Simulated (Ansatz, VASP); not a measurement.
Cu: VASP beside Ansatz

```
Cu
1.0
     0.00000    1.85447    1.85447
     1.85447    0.00000    1.85447
     1.85447    1.85447    0.00000
Cu
1
Direct
  0.00000 0.00000 0.00000
```

Alike in both runs: task single point; functional LDA; k mesh 14 × 14 × 14; occupations methfessel-paxton of order 1, width 0.15 eV; no spin polarisation.

|  | VASP | Ansatz |
| --- | --- | --- |
| version | VASP 6.6.1 | Ansatz 0.2.0 |
| potentials or method | VASP PAW LDA potentials, release 64 (Cu), cutoff 520 eV | plane waves, PAW |
| valence electrons in the cell | 11 | 19 |

```csv
,VASP,Ansatz,Ansatz less VASP
pressure (GPa),-19.4,-20.2,-0.77
```

LDA's correlation is that of Perdew and Zunger in VASP and of Perdew and Wang (1992) in Ansatz. VASP's potentials hold 11 valence electrons a cell and Ansatz's 19, so a difference there can come from the potentials and not from the codes.
